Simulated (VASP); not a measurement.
# WAu (F-43m) in VASP: settings compared, part 2 of 2

VASP 6.6.1. The steps go on from the part before.

### Step 3. Single point, r2SCAN

This run uses another cell than the first one, of 24.62 Å³/atom.

POSCAR reads:

```
WAu
1.0
    0.0000000000      2.9092100000      2.9092100000
    2.9092100000      0.0000000000      2.9092100000
    2.9092100000      2.9092100000      0.0000000000
W Au
1 1
Direct
    0.0000000000      0.0000000000      0.0000000000
    0.7500000000      0.7500000000      0.7500000000
```

INCAR.step1 reads:

```
SYSTEM = WAu
ALGO = Normal
EDIFF = 1E-5
ENCUT = 590
GGA = PE
GGA_COMPAT = .False.
ISMEAR = -1
LASPH = .True.
LCHARG = .False.
LREAL = .False.
LWAVE = .True.
NBANDS = 24
NELM = 120
PREC = Accurate
SIGMA = 0.05
```

INCAR.step2 reads:

```
SYSTEM = WAu
ALGO = Normal
EDIFF = 1E-6
ENCUT = 590
GGA_COMPAT = .False.
ISIF = 2
ISMEAR = -1
ISTART = 1
LASPH = .True.
LCHARG = .False.
LMIXTAU = .True.
LREAL = .False.
LWAVE = .False.
METAGGA = R2SCAN
NBANDS = 24
NELM = 120
PREC = Accurate
SIGMA = 0.05
```

KPOINTS reads:

```
k-points
0
Gamma
  8 8 8
  0 0 0
```

Potentials or basis: VASP PAW PBE potentials, release 64 (W_sv, Au_sv_GW).

Launch:

```
> cat potpaw_PBE.64/W_sv/POTCAR potpaw_PBE.64/Au_sv_GW/POTCAR > POTCAR
> cp INCAR.step1 INCAR
> mpirun -np 1 vasp_std > vasp.out
> cp INCAR.step2 INCAR
> mpirun -np 1 vasp_std > vasp.out
```

OUTCAR:

```text
SYSTEM = WAu
   EDIFF = 1E-6
   ENCUT = 590
   ISIF = 2
   ISMEAR = -1
   ISTART = 1
   LASPH = .True.
   LREAL = .False.
   METAGGA = R2SCAN
   NELM = 120
   PREC = Accurate

 ion  position               nearest neighbor table
   1  0.000  0.000  0.000-   2 2.52   2 2.52   2 2.52   2 2.52
   2  0.750  0.750  0.750-   1 2.52   1 2.52   1 2.52   1 2.52

  LATTYP: Found a face centered cubic cell.
 ALAT       =     5.8184200000

  Lattice vectors:

 A1 = (   0.0000000000,   2.9092100000,   2.9092100000)
 A2 = (   2.9092100000,   0.0000000000,   2.9092100000)
 A3 = (   2.9092100000,   2.9092100000,   0.0000000000)

Analysis of symmetry for initial positions (statically):
=====================================================================
 Subroutine PRICEL returns:
 Original cell was already a primitive cell.

 Routine SETGRP: Setting up the symmetry group for a
 face centered cubic supercell.

 Subroutine GETGRP returns: Found 24 space group operations
 (whereof 24 operations were pure point group operations)
 out of a pool of 48 trial point group operations.

The static configuration has the point symmetry T_d .

Analysis of symmetry for dynamics (positions and initial velocities):
=====================================================================
 Subroutine PRICEL returns:
 Original cell was already a primitive cell.

 Routine SETGRP: Setting up the symmetry group for a
 face centered cubic supercell.

 Subroutine GETGRP returns: Found 24 space group operations
 (whereof 24 operations were pure point group operations)
 out of a pool of 48 trial point group operations.

The dynamic configuration has the point symmetry T_d .

 Subroutine INISYM returns: Found 24 space group operations
 (whereof 24 operations are pure point group operations),
 and found     1 'primitive' translations

----------------------------------------------------------------------------------------

                                     Primitive cell

  volume of cell :      49.2442

  direct lattice vectors                    reciprocal lattice vectors
     0.000000000  2.909210000  2.909210000    -0.171867964  0.171867964  0.171867964
     2.909210000  0.000000000  2.909210000     0.171867964 -0.171867964  0.171867964
     2.909210000  2.909210000  0.000000000     0.171867964  0.171867964 -0.171867964

  length of vectors
     4.114244238  4.114244238  4.114244238     0.297684046  0.297684046  0.297684046

  position of ions in fractional coordinates (direct lattice)
     0.000000000  0.000000000  0.000000000
     0.750000000  0.750000000  0.750000000

  ion indices of the primitive-cell ions
   primitive index   ion index
                 1           1
                 2           2

----------------------------------------------------------------------------------------

 KPOINTS: k-points

Automatic generation of k-mesh.
 Grid dimensions read from file:
 generate k-points for:    8    8    8

 Generating k-lattice:

  Cartesian coordinates                     Fractional coordinates (reciprocal lattice)
    -0.021483496  0.021483496  0.021483496     0.125000000  0.000000000  0.000000000
     0.021483496 -0.021483496  0.021483496     0.000000000  0.125000000  0.000000000
     0.021483496  0.021483496 -0.021483496     0.000000000  0.000000000  0.125000000

  Length of vectors
     0.037210506  0.037210506  0.037210506

  Shift w.r.t. Gamma in fractional coordinates (k-lattice)
     0.000000000  0.000000000  0.000000000

 Subroutine IBZKPT returns following result:
 ===========================================

 Found     29 irreducible k-points:

 Following reciprocal coordinates:
            Coordinates               Weight
  0.000000  0.000000  0.000000      1.000000
  0.125000  0.000000  0.000000      8.000000
  0.250000  0.000000  0.000000      8.000000
  0.375000  0.000000  0.000000      8.000000
  0.500000  0.000000  0.000000      4.000000
  0.125000  0.125000  0.000000      6.000000
[... 16 lines left out ...]
  0.500000  0.250000  0.125000     48.000000
 -0.375000  0.250000  0.125000     24.000000
 [... further k-points ...]
   k-points           NKPTS =     29   k-points in BZ     NKDIM =     29   number of bands    NBANDS=     24
   number of dos      NEDOS =    301   number of ions     NIONS =      2
   total plane-waves  NPLWV =  46656
   dimension x,y,z NGX =    36 NGY =   36 NGZ =   36
   dimension x,y,z NGXF=    72 NGYF=   72 NGZF=   72
   ions per type =               1   1
   NGX,Y,Z   is equivalent  to a cutoff of  14.55, 14.55, 14.55 a.u.
   NGXF,Y,Z  is equivalent  to a cutoff of  29.09, 29.09, 29.09 a.u.
 SYSTEM =  WAu
   PREC   = accura    normal or accurate (medium, high low for compatibility)
   ISTART =      1    job   : 0-new  1-cont  2-samecut
   ICHARG =      0    charge: 1-file 2-atom 10-const
   ISPIN  =      1    spin polarized calculation?
   LNONCOLLINEAR =      F non collinear calculations
   LSORBIT =      F    spin-orbit coupling
   LASPH  =      T    aspherical Exc in radial PAW
   ENCUT  =  590.0 eV  43.36 Ry    6.59 a.u.   8.15  8.15  8.15*2*pi/ulx,y,z
   NELM   =    120;   NELMIN=  2; NELMDL=  0     # of ELM steps
   EDIFF  = 0.1E-05   stopping-criterion for ELM
   LREAL  =      F    real-space projection
   EDIFFG = 0.1E-04   stopping-criterion for IOM
   NSW    =      0    number of steps for IOM
   IBRION =     -1    ionic relax: 0-MD 1-quasi-New 2-CG
   NFREE  =      0    steps in history (QN), initial steepest desc. (CG)
   ISIF   =      2    stress and relaxation
   ISYM   =      2    0-nonsym 1-usesym 2-fastsym
   POTIM  = 0.5000    time-step for ionic-motion
   TEBEG  =    0.0;   TEEND  =   0.0 temperature during run
   PSTRESS=    0.0 pullay stress
   NELECT =      33.0000    total number of electrons
   NUPDOWN=      -1.0000    fix difference up-down
   EMIN   =  10.00;   EMAX   =-10.00  energy-range for DOS
   EFERMI =   0.00;   METHOD = LEGACY
   ISMEAR =    -1;   SIGMA  =   0.05  broadening in eV -4-tet -1-fermi 0-gaus
   EFERMI_NEDOS =   21; number of points for ismear=-14 and -15
   IALGO  =     38    algorithm
   IMIX   =      4    mixing-type and parameters
     AMIX     =   0.40;   BMIX     =  1.00
     AMIX_MAG =   1.60;   BMIX_MAG =  1.00
  volume/ion in A,a.u.               =      24.62       166.16
  Fermi-wavevector in a.u.,A,eV,Ry     =   1.432609  2.707239 27.924178  2.052369
  Thomas-Fermi vector in A             =   2.552218
   LORBIT       =      0    0 simple, 1 ext, 2 COOP (PROOUT), +10 PAW based schemes
   METAGGA = R2SCAN    functional components
   LHFCALC =     F    Hartree Fock is set to
   AEXX    =    0.0000 exact exchange contribution
   IVDW    =     0    specifies the selected vdW correction
   LEPSILON=     F    determine dielectric tensor
   LRPA    =     F    only Hartree local field effects (RPA)
 non-spin polarized calculation
  energy-cutoff  :      590.00
  volume of cell :       49.24
 maximum number of plane-waves:      1639
 NGX is ok and might be reduce to    36
   NGX = 17   NGY = 17   NGZ = 17

 number of electron      33.0000002 magnetization

 Free energy of the ion-electron system (eV)
  ---------------------------------------------------
  ext. energy  EPLUGINS =         0.00000000
  ---------------------------------------------------
  free energy    TOTEN  =       -97.17355430 eV

  energy without entropy =      -97.15437240  energy(sigma->0) =      -97.16396335

 E-fermi :   5.2578     XC(G=0): -11.6494

 val. band max:        5.2286415011   @ k =  -0.3750   0.2500   0.1250
 cond. band min:       5.2830716814   @ k =   0.3750   0.2500   0.0000
 fundamental gap:      0.0544301803
 Fermi energy:         5.2577669722

 k-point     1 :       0.0000    0.0000    0.0000
  band No.  band energies     occupation
      1    -104.3722      2.00000
      2     -71.0556      2.00000
      3     -54.9800      2.00000
      4     -54.9800      2.00000
      5     -54.9800      2.00000
      6     -34.5930      2.00000
[... 16 lines left out ...]
     23      16.9217      0.00000
     24      17.0212      0.00000
[... 598 lines left out ...]
      2     -71.0565      2.00000
      3     -54.9819      2.00000
      4     -54.9811      2.00000
      5     -54.9766      2.00000
      6     -34.6075      2.00000
[... 16 lines left out ...]
     23      15.5305      0.00000
     24      18.5054      0.00000

 [... further k-points ...]

------------------------ aborting loop because EDIFF is reached ----------------------------------------

  FORCE on cell =-STRESS in cart. coord.  units (eV):
  Direction    XX          YY          ZZ          XY          YZ          ZX
  --------------------------------------------------------------------------------------
  -------------------------------------------------------------------------------------
  Total       -0.9164689     -0.9164689     -0.9164689      0.0000000      0.0000000      0.0000000
  in kB      -29.8176281    -29.8176281    -29.8176281      0.0000000      0.0000000      0.0000000
  external PRESSURE =     -29.8176281 kB  Pullay stress =       0.0000000 kB

 VOLUME and BASIS-vectors are now :
 -----------------------------------------------------------------------------
  energy-cutoff  :      590.00
  volume of cell :       49.24
      direct lattice vectors                 reciprocal lattice vectors
     0.000000000  2.909210000  2.909210000    -0.171867964  0.171867964  0.171867964
     2.909210000  0.000000000  2.909210000     0.171867964 -0.171867964  0.171867964
     2.909210000  2.909210000  0.000000000     0.171867964  0.171867964 -0.171867964

 POSITION                                       TOTAL-FORCE (eV/Angst)
 -----------------------------------------------------------------------------------
      0.00000      0.00000      0.00000        -0.000000     -0.000000     -0.000000
      4.36381      4.36381      4.36381         0.000000      0.000000      0.000000
 -----------------------------------------------------------------------------------
    total drift:                                0.000000      0.000000      0.000000

  FREE ENERGIE OF THE ION-ELECTRON SYSTEM (eV)
  ---------------------------------------------------
  free  energy   TOTEN  =       -97.1735543005 eV

  energy  without entropy=      -97.1543724009  energy(sigma->0) =      -97.16396335
```

Run time: 2.6 min. Hardware: 1 thread of Intel Xeon Platinum 8375C at 2.90GHz (Ice Lake), shared host; peak memory 0.24 GiB.

Results:

```yaml
Free_energy: -97.1736 eV
Pressure: -3.0 GPa
Band_gap_on_the_k_mesh: zero (an odd number of electrons rules out a gap without spin polarisation)
```

Levels at points of the mesh, in eV from the Fermi level:
| k point | band 15 | band 16 | band 17 | band 18 | band 19 | band 20 |
| --- | --- | --- | --- | --- | --- | --- |
| (0.00, 0.00, 0.00) | -0.79 | -0.79 | -0.79 | 1.61 | 1.61 | 8.97 |
| (0.50, 0.00, 0.00) | -1.87 | -0.29 | -0.29 | 1.43 | 1.43 | 2.12 |
| (0.50, 0.50, 0.00) | -2.82 | 0.44 | 1.39 | 1.49 | 1.49 | 2.90 |

Caveat: the PAW data sets were made with another functional, which shifts forces and pressure a little; spin-orbit coupling is left out, which moves the levels of the heavy elements.

### Step 4. Relaxation of cell and atoms, PBEsol-based screened hybrid with 25 % exact exchange

This run uses another cell than the first one, of 24.62 Å³/atom.

POSCAR is that of step 3.

INCAR.step1 reads:

```
  PREC = Accurate
  ENCUT = 600
  EDIFF = 1E-5
  ISMEAR = -1
  SIGMA = 0.05
  LREAL = F
  LASPH = T
  NELM = 100
  ALGO = Normal
  LWAVE = T
  LCHARG = F
  GGA = PE
  NBANDS = 20
```

INCAR.step2 reads:

```
  PREC = Accurate
  ENCUT = 600
  EDIFF = 1E-7
  ISMEAR = -1
  SIGMA = 0.05
  LREAL = F
  LASPH = T
  NELM = 100
  ALGO = Normal
  ISIF = 3
  LWAVE = F
  LCHARG = F
  GGA = PS
  LHFCALC = T
  AEXX = 0.25
  HFSCREEN = 0.207
  PRECFOCK = Normal
  IBRION = 2
  NSW = 60
  EDIFFG = -0.01
  ISTART = 1
```

KPOINTS reads:

```
regular mesh
0
Gamma
  4 4 4
```

Potentials or basis: VASP PAW PBE potentials, release 64 (W_sv, Au).

Launch:

```
> cat potpaw_PBE.64/W_sv/POTCAR potpaw_PBE.64/Au/POTCAR > POTCAR
> cp INCAR.step1 INCAR
> mpirun -np 1 vasp_std > vasp.out
> cp INCAR.step2 INCAR
> mpirun -np 1 vasp_std > vasp.out
```

Wall time 68 min (1 thread of AMD EPYC 9R45 (Zen 5), shared host); peak memory 0.32 GiB.

Results (log left out):

```
Free energy                           : -14.6017 eV
Relaxed volume                        : 23.42 Å³/atom
Relaxed cell                          : a = 4.046 Å, b = 4.046 Å, c = 4.046 Å, α = 60.00°, β = 60.00°, γ = 60.00°
Space group after relaxing (to 0.1 Å) : F-43m (No. 216)
Energy gained by relaxing             : 27.0 meV/atom
Ionic steps                           : 4
Pressure after relaxing               : -0.1 GPa
Band gap on the k mesh                : zero (an odd number of electrons rules out a gap without spin polarisation)
```

Step by step:
| step | energy change (eV) | largest force (eV/Å) | pressure (GPa) | volume (Å³) |
| --- | --- | --- | --- | --- |
| 1 | 0.0000 | 0.0000 | -6.78 | 49.24 |
| 2 | 0.2141 | 0.0000 | 20.48 | 42.18 |
| 3 | -0.0539 | 0.0000 | -0.27 | 46.91 |
| 4 | -0.0540 | 0.0000 | -0.06 | 46.84 |

Final structure:
```
CELL_PARAMETERS angstrom
0.00000 2.86097 2.86097
2.86097 0.00000 2.86097
2.86097 2.86097 0.00000
ATOMIC_POSITIONS crystal
W 0.00000 0.00000 0.00000
Au 0.75000 0.75000 0.75000
```

Levels at points of the mesh, in eV from the Fermi level:
```tsv
k point	band 9	band 10	band 11	band 12	band 13	band 14	band 15	band 16
(0.00, 0.00, 0.00)	-6.74	-6.74	-1.01	-1.01	-1.01	2.15	2.15	9.47
(0.50, 0.00, 0.00)	-6.69	-5.78	-2.18	-0.31	-0.31	1.88	1.88	2.64
(0.50, 0.50, 0.00)	-6.07	-4.54	-3.23	0.76	1.61	1.89	1.89	3.60
```

Caveat: the k points lie up to 0.48 Å⁻¹ apart in the final cell, too coarse for converged energies and pressures of a metal; the PAW data sets were made with another functional, which shifts forces and pressure a little; spin-orbit coupling is left out, which moves the levels of the heavy elements.

### Step 5. Overview

| task | level | potentials or basis | cell | k mesh | cutoff (eV) | grid for exact exchange (PRECFOCK) | share of exact exchange | screening parameter | gap on the mesh (eV) | pressure (GPa) |
| --- | --- | --- | --- | --- | --- | --- | --- | --- | --- | --- |
| single point | r2SCAN | VASP PAW PBE potentials, release 64 (W_sv, Au_sv_GW) | a = 4.061 Å, angles 60.0°, 2 atoms | 8 × 8 × 8 | 590 | - | - | - | none | 2.4 |
| single point | r2SCAN | VASP PAW PBE potentials, release 64 (W_sv, Au_sv_GW) | a = 4.114 Å, angles 60.0°, 2 atoms | 8 × 8 × 8 | 590 | - | - | - | none | -3.0 |
| relaxation of cell and atoms | PBEsol-based screened hybrid with 25 % exact exchange | VASP PAW PBE potentials, release 64 (W_sv, Au) | relaxed from a = 4.114 Å, angles 60.0°, 2 atoms | 4 × 4 × 4 | 600 | Normal | 0.25 | 0.207 1/Å | none | -0.1 |

Alike in all rows: no spin polarisation; smearing fermi-dirac 0.05 eV.

Caveats: some runs use coarse meshes; the PAW data sets were made with another functional, which shifts forces and pressure a little; spin-orbit coupling is left out, which moves the levels of the heavy elements.

Total energies depend on the potentials used, so only differences within one code and one set of settings carry meaning.

The gap in the log of VASP goes by the Fermi energy; the results here count the filled bands.